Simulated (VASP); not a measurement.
Wanted: the native input for a VASP 6.6.1 run.

| Quantity | Value |
| --- | --- |
| Task | single point |
| Functional | PBE |
| Potentials or basis | VASP PAW PBE potentials, release 64 (Fe, O) |
| Cutoff | 520 eV |
| k mesh | 11 × 11 × 11 |
| Occupations | fermi-dirac, width 0.05 eV |
| Spin | no spin polarisation |
| Dipole correction | no |
| Further INCAR settings | ALGO = Normal; EDIFF = 1e-07; NBANDS = 14 |

The structure of FeO lies in POSCAR:

```
FeO
1.0
    1.5176821100      0.8762341800      2.5157945800
   -1.5176821100      0.8762341800      2.5157945800
    0.0000000000     -1.7524683500      2.5157945800
Fe O
1 1
Direct
    0.0000000000      0.0000000000      0.0000000000
    0.5000000000      0.5000000000      0.5000000000
```

One way to write it, as run:

INCAR

```
PREC     = Accurate       # precision mode
ENCUT    = 520            # plane-wave cutoff, eV
EDIFF    = 1E-7           # SCF threshold, eV
ISMEAR   = -1             # smearing method
SIGMA    = 0.05           # smearing width, eV
LREAL    = F              # projectors in reciprocal space
LASPH    = T              # aspherical terms in the spheres
NELM     = 80             # most SCF steps
ALGO     = Normal         # electronic algorithm
ISIF     = 2              # what is computed and relaxed
LWAVE    = F              # write WAVECAR
LCHARG   = F              # write CHGCAR
GGA      = PE             # functional
NBANDS   = 14             # bands
```

KPOINTS

```
Automatic mesh
0
Gamma
  11 11 11
```

Potentials or basis: VASP PAW PBE potentials, release 64 (Fe, O).

Launch:

```sh
$ cat potpaw_PBE.64/Fe/POTCAR potpaw_PBE.64/O/POTCAR > POTCAR
$ mpirun -np 1 vasp_std > vasp.out
```

It gave:

The pressure is -25.7 GPa. The band gap on the k mesh is zero (band 7 reaches 5.50 eV, above the bottom of band 8 at 4.69 eV).

Caveat: the run has no spin polarisation, though such a crystal can be magnetic; semilocal functionals often make such compounds metallic where correlation or magnetic order opens a gap, which also shifts bond lengths.

Run time: 26 s on 1 thread of Intel(R) Xeon(R) 6975P-C (Granite Rapids), on a shared host, peak memory 0.17 GiB.
